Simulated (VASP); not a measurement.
Set up this calculation in VASP 6.6.1, as the native input.

* Task: single point
* Functional: PBE
* Potentials or basis: VASP PAW PBE potentials, release 64 (Si)
* Cutoff: 520 eV
* k mesh: 2 × 2 × 2, shifted
* Occupations: gaussian, width 0.02 eV
* Spin: no spin polarisation
* Dipole correction: no
* Further INCAR settings: LREAL = Auto; ALGO = Normal; EDIFF = 1e-06; NBANDS = 83

The structure of Si (a cell with a defect) lies in POSCAR:

```
Si
1.0
   -5.4700937627     -5.4700937627      5.4700937627
    5.4700937627     -5.4700937627     -5.4700937627
    5.4700937627      5.4700937627      5.4700937627
Si
31
Direct
    0.2499997366      0.7500000325      0.6664835482
    0.0060212862      0.7500000325     -0.0053561239
    0.4985751832      0.4999872248      0.7496478448
    0.2499999194      0.5060212165     -0.0053564895
    0.0092747953      0.5092743600      0.2697451934
    0.7483571905      0.7500000325      0.2512873745
    0.4907257748      0.7499999411      0.5104702261
   -0.0000127054     -0.0014247471      0.7496478448
    0.7516428746      0.2516430357      0.7529302383
    0.5000127271      0.2485880606     -0.0003393909
    0.2499998280      0.2483568946      0.2512872831
    0.0014247471      0.2514118696      0.5010725810
    0.7514120741      0.5014247687      0.5010725810
    0.7485878995      0.0000127054     -0.0003393909
    0.4939786441     -0.0060212862      0.2386223265
    0.2500002851     -0.0092745211      0.5104708660
    0.0140821169      0.7499999411      0.7382976737
    0.4995697731      0.5001370395      0.5014398508
    0.2499999194      0.5140822300      0.7382975823
    0.0055964306      0.5055963609      0.0107940563
    0.7527896557      0.7500000325     -0.0010382820
    0.4944036825      0.7500000325      0.2551972709
    0.0001374748     -0.0004300658      0.5014399422
    0.7472102266      0.2472102963      0.4961720252
    0.4998627297      0.2494328359      0.7513026610
    0.2500000108      0.2527898168     -0.0010382820
    0.0004299743      0.2505670944      0.2518698143
    0.7505675731      0.5004301789      0.2518700885
    0.7494325834     -0.0001371092      0.7513027524
    0.4859176305     -0.0140822083     -0.0257847500
    0.2500000108     -0.0055963392      0.2551978194
```

One way to write it, as run:

INCAR

```
PREC = Accurate ; ENCUT = 520
EDIFF = 1E-6 ; ISMEAR = 0
SIGMA = 0.02 ; LREAL = Auto
LASPH = True ; NELM = 80
ALGO = Normal ; ISIF = 2
LWAVE = False ; LCHARG = False
GGA = PE ; NBANDS = 83
```

KPOINTS

```
Automatic mesh
0
Gamma
  2 2 2
  0.5 0.5 0.5
```

Potentials or basis: VASP PAW PBE potentials, release 64 (Si).

Command:

```bash
$ cat potpaw_PBE.64/Si/POTCAR > POTCAR
$ mpirun -np 1 vasp_std > vasp.out
```

Results of the run:

```json
{
  "Pressure": "-2.5 GPa",
  "Largest force": "0.548 eV/Å",
  "Band gap on the k mesh": "zero (bands 62 and 63 overlap by 0.20 eV)"
}
```

Caveat: the k points lie up to 0.41 Å⁻¹ apart.

Run time: 110 s on 1 thread of Intel(R) Xeon(R) 6975P-C (Granite Rapids), on a shared host, peak memory 0.65 GiB.
